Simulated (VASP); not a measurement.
# GaP (F-43m) in VASP: a series of runs

Runs on GaP. Level: LDA. Tasks: single point, relaxation of cell and atoms.

Everything below comes from runs of VASP 6.6.1. Logs are shortened: lines on timing, memory, paths and dates and some standing lists are left out, and cuts for length are marked.

## 1. The cell of the first run

The structure is cubic, space group F-43m (No. 216). The conventional cell has a = 5.451 Å, b = 5.451 Å, c = 5.451 Å, α = 90.00°, β = 90.00°, γ = 90.00°. Within 3.1 Å of Ga (site symmetry -43m) lie 4 P at 2.36 Å. P (site symmetry -43m) has 4 Ga at 2.36 Å within 3.1 Å.

## 2. Single point, LDA

Contents of INCAR:

```
SYSTEM = GaP
ALGO = Normal
EDIFF = 1E-6
ENCUT = 500
GGA = CA
GGA_COMPAT = .FALSE.
ISIF = 2
ISMEAR = 0
LASPH = .TRUE.
LCHARG = .FALSE.
LREAL = .FALSE.
LWAVE = .FALSE.
NBANDS = 16
NELM = 120
PREC = Accurate
SIGMA = 0.1
```

Contents of KPOINTS:

```
k-points
0
G
  6 6 6
  0 0 0
```

Contents of POSCAR:

```
GaP
1.0
    0.0000000000      2.7255000000      2.7255000000
    2.7255000000      0.0000000000      2.7255000000
    2.7255000000      2.7255000000      0.0000000000
Ga P
1 1
Direct
    0.0000000000      0.0000000000      0.0000000000
    0.2500000000      0.2500000000      0.2500000000
```

Potentials or basis: VASP PAW LDA potentials, release 64 (Ga_d, P).

Command:

```bash
cat potpaw_LDA.64/Ga_d/POTCAR potpaw_LDA.64/P/POTCAR > POTCAR
mpirun -np 1 vasp_std > vasp.out
```

OUTCAR:

```text
SYSTEM = GaP
   EDIFF = 1E-6
   ENCUT = 500
   GGA = CA
   ISIF = 2
   ISMEAR = 0
   LASPH = .TRUE.
   LREAL = .FALSE.
   NELM = 120
   PREC = Accurate

 ion  position               nearest neighbor table
   1  0.000  0.000  0.000-   2 2.36   2 2.36   2 2.36   2 2.36
   2  0.250  0.250  0.250-   1 2.36   1 2.36   1 2.36   1 2.36

  LATTYP: Found a face centered cubic cell.
 ALAT       =     5.4510000000

  Lattice vectors:

 A1 = (   0.0000000000,   2.7255000000,   2.7255000000)
 A2 = (   2.7255000000,   0.0000000000,   2.7255000000)
 A3 = (   2.7255000000,   2.7255000000,   0.0000000000)

Analysis of symmetry for initial positions (statically):
=====================================================================
 Subroutine PRICEL returns:
 Original cell was already a primitive cell.

 Routine SETGRP: Setting up the symmetry group for a
 face centered cubic supercell.

 Subroutine GETGRP returns: Found 24 space group operations
 (whereof 24 operations were pure point group operations)
 out of a pool of 48 trial point group operations.

The static configuration has the point symmetry T_d .

Analysis of symmetry for dynamics (positions and initial velocities):
=====================================================================
 Subroutine PRICEL returns:
 Original cell was already a primitive cell.

 Routine SETGRP: Setting up the symmetry group for a
 face centered cubic supercell.

 Subroutine GETGRP returns: Found 24 space group operations
 (whereof 24 operations were pure point group operations)
 out of a pool of 48 trial point group operations.

The dynamic configuration has the point symmetry T_d .

 Subroutine INISYM returns: Found 24 space group operations
 (whereof 24 operations are pure point group operations),
 and found     1 'primitive' translations

----------------------------------------------------------------------------------------

                                     Primitive cell

  volume of cell :      40.4919

  direct lattice vectors                    reciprocal lattice vectors
     0.000000000  2.725500000  2.725500000    -0.183452578  0.183452578  0.183452578
     2.725500000  0.000000000  2.725500000     0.183452578 -0.183452578  0.183452578
     2.725500000  2.725500000  0.000000000     0.183452578  0.183452578 -0.183452578

  length of vectors
     3.854439064  3.854439064  3.854439064     0.317749185  0.317749185  0.317749185

  position of ions in fractional coordinates (direct lattice)
     0.000000000  0.000000000  0.000000000
     0.250000000  0.250000000  0.250000000

  ion indices of the primitive-cell ions
   primitive index   ion index
                 1           1
                 2           2

----------------------------------------------------------------------------------------

 KPOINTS: k-points

Automatic generation of k-mesh.
 Grid dimensions read from file:
 generate k-points for:    6    6    6

 Generating k-lattice:

  Cartesian coordinates                     Fractional coordinates (reciprocal lattice)
    -0.030575430  0.030575430  0.030575430     0.166666667  0.000000000  0.000000000
     0.030575430 -0.030575430  0.030575430     0.000000000  0.166666667  0.000000000
     0.030575430  0.030575430 -0.030575430     0.000000000  0.000000000  0.166666667

  Length of vectors
     0.052958198  0.052958198  0.052958198

  Shift w.r.t. Gamma in fractional coordinates (k-lattice)
     0.000000000  0.000000000  0.000000000

 Subroutine IBZKPT returns following result:
 ===========================================

 Found     16 irreducible k-points:

 Following reciprocal coordinates:
            Coordinates               Weight
  0.000000  0.000000  0.000000      1.000000
  0.166667  0.000000  0.000000      8.000000
  0.333333  0.000000  0.000000      8.000000
  0.500000  0.000000  0.000000      4.000000
  0.166667  0.166667  0.000000      6.000000
  0.333333  0.166667  0.000000     24.000000
[... 8 lines left out ...]
 -0.333333  0.333333  0.166667     24.000000
 -0.333333  0.500000  0.166667     12.000000
   k-points           NKPTS =     16   k-points in BZ     NKDIM =     16   number of bands    NBANDS=     16
   number of dos      NEDOS =    301   number of ions     NIONS =      2
   total plane-waves  NPLWV =  21952
   dimension x,y,z NGX =    28 NGY =   28 NGZ =   28
   dimension x,y,z NGXF=    56 NGYF=   56 NGZF=   56
   ions per type =               1   1
   NGX,Y,Z   is equivalent  to a cutoff of  12.08, 12.08, 12.08 a.u.
   NGXF,Y,Z  is equivalent  to a cutoff of  24.15, 24.15, 24.15 a.u.
 SYSTEM =  GaP
   PREC   = accura    normal or accurate (medium, high low for compatibility)
   ISTART =      0    job   : 0-new  1-cont  2-samecut
   ICHARG =      2    charge: 1-file 2-atom 10-const
   ISPIN  =      1    spin polarized calculation?
   LNONCOLLINEAR =      F non collinear calculations
   LSORBIT =      F    spin-orbit coupling
   LASPH  =      T    aspherical Exc in radial PAW
   ENCUT  =  500.0 eV  36.75 Ry    6.06 a.u.   7.03  7.03  7.03*2*pi/ulx,y,z
   NELM   =    120;   NELMIN=  2; NELMDL= -5     # of ELM steps
   EDIFF  = 0.1E-05   stopping-criterion for ELM
   LREAL  =      F    real-space projection
[... 7 lines left out ...]
   TEBEG  =    0.0;   TEEND  =   0.0 temperature during run
   PSTRESS=    0.0 pullay stress
   NELECT =      18.0000    total number of electrons
   NUPDOWN=      -1.0000    fix difference up-down
   EMIN   =  10.00;   EMAX   =-10.00  energy-range for DOS
   EFERMI =   0.00;   METHOD = LEGACY
   ISMEAR =     0;   SIGMA  =   0.10  broadening in eV -4-tet -1-fermi 0-gaus
   EFERMI_NEDOS =   21; number of points for ismear=-14 and -15
   IALGO  =     38    algorithm
   IMIX   =      4    mixing-type and parameters
     AMIX     =   0.40;   BMIX     =  1.00
     AMIX_MAG =   1.60;   BMIX_MAG =  1.00
  volume/ion in A,a.u.               =      20.25       136.63
  Fermi-wavevector in a.u.,A,eV,Ry     =   1.249423  2.361067 21.239480  1.561058
  Thomas-Fermi vector in A             =   2.383464
   LORBIT       =      0    0 simple, 1 ext, 2 COOP (PROOUT), +10 PAW based schemes
   GGA     = CA    functional components
   LHFCALC =     F    Hartree Fock is set to
   AEXX    =    0.0000 exact exchange contribution
   IVDW    =     0    specifies the selected vdW correction
   LEPSILON=     F    determine dielectric tensor
   LRPA    =     F    only Hartree local field effects (RPA)
 non-spin polarized calculation
 Gauss-broadening in eV      SIGMA  =   0.10
  energy-cutoff  :      500.00
  volume of cell :       40.49
 maximum number of plane-waves:      1056
   NGX = 13   NGY = 13   NGZ = 13

 number of electron      18.0000016 magnetization

 Free energy of the ion-electron system (eV)
  ---------------------------------------------------
  ext. energy  EPLUGINS =         0.00000000
  ---------------------------------------------------
  free energy    TOTEN  =       -10.42462681 eV

  energy without entropy =      -10.42462681  energy(sigma->0) =      -10.42462681

 E-fermi :   4.9572     XC(G=0): -10.1612

 val. band max:        4.5092699112   @ k =   0.0000   0.0000   0.0000
 cond. band min:       6.0002300478   @ k =   0.5000   0.5000   0.0000
 fundamental gap:      1.4909601366
 Fermi energy:         4.9571550873

 k-point     1 :       0.0000    0.0000    0.0000
  band No.  band energies     occupation
      1     -10.2033      2.00000
      2     -10.2033      2.00000
      3     -10.2033      2.00000
      4     -10.1055      2.00000
      5     -10.1055      2.00000
      6      -7.9999      2.00000
[... 8 lines left out ...]
     15      14.3025      0.00000
     16      14.3025      0.00000

 k-point     2 :       0.1667    0.0000    0.0000
  band No.  band energies     occupation
      1     -10.2239      2.00000
      2     -10.1956      2.00000
      3     -10.1956      2.00000
      4     -10.1054      2.00000
      5     -10.1054      2.00000
      6      -7.6440      2.00000
[... 8 lines left out ...]
     15      13.4325      0.00000
     16      14.2841      0.00000

 k-point     3 :       0.3333    0.0000    0.0000
  band No.  band energies     occupation
      1     -10.2612      2.00000
      2     -10.1832      2.00000
      3     -10.1832      2.00000
      4     -10.1020      2.00000
      5     -10.1020      2.00000
      6      -6.6915      2.00000
[... 8 lines left out ...]
     15      14.0991      0.00000
     16      14.0991      0.00000

 k-point     4 :       0.5000    0.0000    0.0000
  band No.  band energies     occupation
      1     -10.2784      2.00000
      2     -10.1790      2.00000
      3     -10.1790      2.00000
      4     -10.0982      2.00000
      5     -10.0982      2.00000
      6      -5.9155      2.00000
[... 8 lines left out ...]
     15      16.1681      0.00000
     16      16.1681      0.00000

 k-point     5 :       0.1667    0.1667    0.0000
  band No.  band energies     occupation
      1     -10.2372      2.00000
      2     -10.1878      2.00000
      3     -10.1878      2.00000
      4     -10.1128      2.00000
      5     -10.1001      2.00000
      6      -7.5256      2.00000
[... 8 lines left out ...]
     15      14.7364      0.00000
     16      15.0986      0.00000

 k-point     6 :       0.3333    0.1667    0.0000
  band No.  band energies     occupation
      1     -10.2653      2.00000
      2     -10.1770      2.00000
      3     -10.1737      2.00000
      4     -10.1164      2.00000
      5     -10.0957      2.00000
      6      -6.7597      2.00000
[... 8 lines left out ...]
     15      15.2224      0.00000
     16      15.9437      0.00000
[... 115 lines left out ...]
 k-point    13 :       0.5000    0.5000    0.0000
  band No.  band energies     occupation
      1     -10.3139      2.00000
      2     -10.1409      2.00000
      3     -10.1392      2.00000
      4     -10.1392      2.00000
      5     -10.0840      2.00000
      6      -4.9959      2.00000
[... 8 lines left out ...]
     15      16.9419      0.00000
     16      17.4284      0.00000

 k-point    14 :       0.5000    0.3333    0.1667
  band No.  band energies     occupation
      1     -10.2834      2.00000
      2     -10.1698      2.00000
      3     -10.1585      2.00000
      4     -10.1195      2.00000
      5     -10.0948      2.00000
      6      -5.9069      2.00000
[... 8 lines left out ...]
     15      16.1836      0.00000
     16      17.6841      0.00000

 k-point    15 :      -0.3333    0.3333    0.1667
  band No.  band energies     occupation
      1     -10.2889      2.00000
      2     -10.1700      2.00000
      3     -10.1519      2.00000
      4     -10.1163      2.00000
      5     -10.0979      2.00000
      6      -5.2390      2.00000
[... 8 lines left out ...]
     15      16.8598      0.00000
     16      17.1775      0.00000

 k-point    16 :      -0.3333    0.5000    0.1667
  band No.  band energies     occupation
      1     -10.2998      2.00000
      2     -10.1587      2.00000
      3     -10.1441      2.00000
      4     -10.1260      2.00000
      5     -10.0925      2.00000
      6      -4.9251      2.00000
[... 8 lines left out ...]
     15      16.3631      0.00000
     16      18.0533      0.00000

------------------------ aborting loop because EDIFF is reached ----------------------------------------

  FORCE on cell =-STRESS in cart. coord.  units (eV):
  Direction    XX          YY          ZZ          XY          YZ          ZX
  --------------------------------------------------------------------------------------
  -------------------------------------------------------------------------------------
  Total       -0.6782346     -0.6782346     -0.6782346     -0.0000000      0.0000000      0.0000000
  in kB      -26.8362574    -26.8362574    -26.8362574     -0.0000000      0.0000000      0.0000000
  external PRESSURE =     -26.8362574 kB  Pullay stress =       0.0000000 kB

 VOLUME and BASIS-vectors are now :
 -----------------------------------------------------------------------------
  energy-cutoff  :      500.00
  volume of cell :       40.49
      direct lattice vectors                 reciprocal lattice vectors
     0.000000000  2.725500000  2.725500000    -0.183452578  0.183452578  0.183452578
     2.725500000  0.000000000  2.725500000     0.183452578 -0.183452578  0.183452578
     2.725500000  2.725500000  0.000000000     0.183452578  0.183452578 -0.183452578

 POSITION                                       TOTAL-FORCE (eV/Angst)
 -----------------------------------------------------------------------------------
      0.00000      0.00000      0.00000        -0.000000     -0.000000     -0.000000
      1.36275      1.36275      1.36275         0.000000      0.000000      0.000000
 -----------------------------------------------------------------------------------
    total drift:                                0.000001      0.000001      0.000000

  FREE ENERGIE OF THE ION-ELECTRON SYSTEM (eV)
  ---------------------------------------------------
  free  energy   TOTEN  =       -10.4246268122 eV

  energy  without entropy=      -10.4246268122  energy(sigma->0) =      -10.42462681
```

It took 17 s on 1 thread of Intel Xeon 8259CL, shared host; peak memory 0.13 GiB.

Results:

* Free energy: -10.4246 eV
* Pressure: -2.7 GPa
* Band gap on the k mesh: 1.49 eV (least direct gap 1.63 eV)

## 3. Single point, LDA

This run uses another cell than the first one, of 19.59 Å³/atom.

Contents of INCAR:

```
SYSTEM = GaP
PREC = Accurate
ENCUT = 500
EDIFF = 1E-6
ISMEAR = 0
SIGMA = 0.02
LREAL = .False.
LASPH = .True.
NELM = 120
ALGO = Normal
ISIF = 2
LWAVE = .False.
LCHARG = .True.
GGA = CA
LELF = .True.
LVHAR = .True.
NBANDS = 16
GGA_COMPAT = .False.
```

Contents of KPOINTS:

```
regular mesh
0
Gamma
  8 8 8
  0 0 0
```

Contents of POSCAR:

```
GaP
1.0
    0.0000000000      2.6956512319      2.6956512319
    2.6956512319      0.0000000000      2.6956512319
    2.6956512319      2.6956512319      0.0000000000
Ga P
1 1
Direct
    0.0000000000      0.0000000000      0.0000000000
    0.2500000000      0.2500000000      0.2500000000
```

Potentials or basis: VASP PAW LDA potentials, release 64 (Ga_d, P).

Command:

```bash
cat potpaw_LDA.64/Ga_d/POTCAR potpaw_LDA.64/P/POTCAR > POTCAR
mpirun -np 1 vasp_std > vasp.out
```

Run time: 42 s. Hardware: 1 thread of Intel Xeon 8259CL, shared host; peak memory 0.15 GiB.

The run converged. Its results:

```
Free energy            : -10.4507 eV
Pressure               : 0.1 GPa
Band gap on the k mesh : 1.43 eV (least direct gap 1.91 eV)
```

Levels at points of the mesh, in eV from the valence-band top:
| k point | band 7 | band 8 | band 9 | band 10 | band 11 | band 12 |
| --- | --- | --- | --- | --- | --- | --- |
| (0.00, 0.00, 0.00) | 0.00 | 0.00 | 0.00 | 1.91 | 3.78 | 3.78 |
| (0.50, 0.00, 0.00) | -6.90 | -1.18 | -1.18 | 1.62 | 4.62 | 4.62 |
| (0.50, 0.50, 0.00) | -7.00 | -2.82 | -2.82 | 1.43 | 1.65 | 10.70 |

A k mesh can miss the band edges.

## 4. Single point, LDA

This run uses another cell than the first one, of 19.59 Å³/atom.

Contents of INCAR:

```
SYSTEM = GaP
  PREC = Accurate
  ENCUT = 500
  EDIFF = 1E-6
  ISMEAR = 0
  SIGMA = 0.02
  LREAL = .FALSE.
  LASPH = .TRUE.
  NELM = 120
  ALGO = Normal
  ISIF = 2
  LWAVE = .FALSE.
  LCHARG = .FALSE.
  GGA = CA
  NBANDS = 16
  GGA_COMPAT = .FALSE.
```

Contents of KPOINTS:

```
regular mesh
0
G
  10 10 10
  0 0 0
```

POSCAR is that of step 3.

Potentials or basis: VASP PAW LDA potentials, release 64 (Ga_d, P).

Command:

```bash
cat potpaw_LDA.64/Ga_d/POTCAR potpaw_LDA.64/P/POTCAR > POTCAR
mpirun -np 1 vasp_std > vasp.out
```

OUTCAR:

```text
SYSTEM = GaP
   PREC = Accurate
   ENCUT = 500
   EDIFF = 1E-6
   ISMEAR = 0
   LREAL = .FALSE.
   LASPH = .TRUE.
   NELM = 120
   ISIF = 2
   GGA = CA

 ion  position               nearest neighbor table
   1  0.000  0.000  0.000-   2 2.33   2 2.33   2 2.33   2 2.33
   2  0.250  0.250  0.250-   1 2.33   1 2.33   1 2.33   1 2.33

  LATTYP: Found a face centered cubic cell.
 ALAT       =     5.3913024638

  Lattice vectors:

 A1 = (   0.0000000000,   2.6956512319,   2.6956512319)
 A2 = (   2.6956512319,   0.0000000000,   2.6956512319)
 A3 = (   2.6956512319,   2.6956512319,   0.0000000000)
[... 624 lines left out ...]
      4      -9.8367      2.00000
      5      -9.7906      2.00000
      6      -5.8349      2.00000
[... 8 lines left out ...]
     15      16.7279      0.00000
     16      18.6883      0.00000

 [... further k-points ...]
[... 5 lines left out ...]
  --------------------------------------------------------------------------------------
  -------------------------------------------------------------------------------------
  Total        0.0183922      0.0183922      0.0183922      0.0000000      0.0000000     -0.0000000
  in kB        0.7521831      0.7521831      0.7521831      0.0000000      0.0000000     -0.0000000
  external PRESSURE =       0.7521831 kB  Pullay stress =       0.0000000 kB

 VOLUME and BASIS-vectors are now :
 -----------------------------------------------------------------------------
  energy-cutoff  :      500.00
  volume of cell :       39.18
      direct lattice vectors                 reciprocal lattice vectors
     0.000000000  2.695651232  2.695651232    -0.185483936  0.185483936  0.185483936
     2.695651232  0.000000000  2.695651232     0.185483936 -0.185483936  0.185483936
     2.695651232  2.695651232  0.000000000     0.185483936  0.185483936 -0.185483936

 POSITION                                       TOTAL-FORCE (eV/Angst)
 -----------------------------------------------------------------------------------
      0.00000      0.00000      0.00000        -0.000000     -0.000000     -0.000000
      1.34783      1.34783      1.34783         0.000000      0.000000      0.000000
 -----------------------------------------------------------------------------------
    total drift:                                0.000000      0.000000      0.000000

  FREE ENERGIE OF THE ION-ELECTRON SYSTEM (eV)
  ---------------------------------------------------
  free  energy   TOTEN  =       -10.4529828838 eV

  energy  without entropy=      -10.4529828838  energy(sigma->0) =      -10.45298288
```

stdout:

```text
POSCAR found type information on POSCAR GaP
 POSCAR found :  2 types and       2 ions
 scaLAPACK will be used
 LDA part: xc-table for (Slater(with rela. corr.)+CA(PZ))
 , standard interpolation
 POSCAR, INCAR and KPOINTS ok, starting setup
 FFT: planning ... GRIDC
 FFT: planning ... GRID_SOFT
 FFT: planning ... GRID
 WAVECAR not read
 entering main loop
```

It took 51 s on 1 thread of Intel Xeon 8259CL, shared host; peak memory 0.15 GiB.

What came out:

| Item | Value |
| --- | --- |
| Free energy | -10.4530 eV |
| Pressure | 0.1 GPa |
| Band gap on the k mesh | 1.40 eV (least direct gap 1.91 eV) |

Levels at points of the mesh, in eV from the valence-band top:
```
           k point  band 7  band 8  band 9  band 10  band 11  band 12
(0.00, 0.00, 0.00)    0.00    0.00    0.00     1.91     3.78     3.78
(0.50, 0.00, 0.00)   -6.90   -1.18   -1.18     1.62     4.62     4.62
(0.50, 0.50, 0.00)   -7.00   -2.82   -2.82     1.43     1.65    10.70
```

A k mesh can miss the band edges.

(Continued in part 2 of 2.)
